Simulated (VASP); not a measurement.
Write the native input for VASP 6.6.1 that does the following.

```
Task                   : single point
Functional             : PBE
Potentials or basis    : VASP PAW PBE potentials, release 64 (Nb_sv, C)
Cutoff                 : 520 eV
k mesh                 : 21 × 21 × 1
Occupations            : gaussian, width 0.1 eV
Spin                   : no spin polarisation
Dipole correction      : yes
Further INCAR settings : ALGO = Normal; EDIFF = 1e-06; NBANDS = 50; NELMDL = -8
```

The structure of Nb5C4 lies in POSCAR:

```
Nb5C4
1.0
    3.1112698400      0.0000000000      0.0000000000
   -1.5556349200      2.6944387200      0.0000000000
    0.0000000000      0.0000000000     30.1613649847
Nb C
5 4
Direct
    0.6666666667      0.3333333333      0.3315499814
    0.3333333333      0.6666666666      0.4157749907
    0.0000000000      0.0000000000      0.5024258889
    0.6666666667      0.3333333333      0.5901100706
    0.3333333333      0.6666666666      0.6726788493
    0.0000000000      0.0000000000      0.3736624907
    0.6666666667      0.3333333333      0.4578875000
    0.3333333333      0.6666666666      0.5463287053
    0.0000000000      0.0000000000      0.6350453253
```

One way to write it, as run:

INCAR

```
SYSTEM = Nb5C4
PREC     = Accurate       ! precision mode
ENCUT    = 520            ! plane-wave cutoff, eV
EDIFF    = 1E-6           ! SCF threshold, eV
ISMEAR   = 0              ! smearing method
SIGMA    = 0.1            ! smearing width, eV
LREAL    = .FALSE.        ! projectors in reciprocal space
LASPH    = .TRUE.         ! aspherical terms in the spheres
NELM     = 120            ! most SCF steps
ALGO     = Normal         ! electronic algorithm
ISIF     = 2              ! what is computed and relaxed
LWAVE    = .FALSE.        ! write WAVECAR
LCHARG   = .TRUE.         ! write CHGCAR
LDIPOL   = .TRUE.       
IDIPOL   = 3            
DIPOL    = 0.5 0.5 0.503
GGA      = PE             ! functional
LELF     = .TRUE.         ! ELF
LVHAR    = .TRUE.       
LVACPOTAV= .TRUE.       
NBANDS   = 50             ! bands
GGA_COMPAT= .FALSE.      
NELMDL   = -8
```

KPOINTS

```
Automatic mesh
0
G
  21 21 1
  0 0 0
```

Potentials or basis: VASP PAW PBE potentials, release 64 (Nb_sv, C).

Launch:

```sh
$ cat potpaw_PBE.64/Nb_sv/POTCAR potpaw_PBE.64/C/POTCAR > POTCAR
$ mpirun -np 1 vasp_std > vasp.out
```

It gave:

```
Largest force          : 1.668 eV/Å
Band gap on the k mesh : zero (an odd number of electrons rules out a gap without spin polarisation)
```

Caveat: an odd number of electrons without spin polarisation forces a metal; a magnetic or distorted state may lie lower.

It took 37 min on 1 thread of Oxide Virtual Turin-like Processor, on a shared host, peak memory 0.61 GiB.
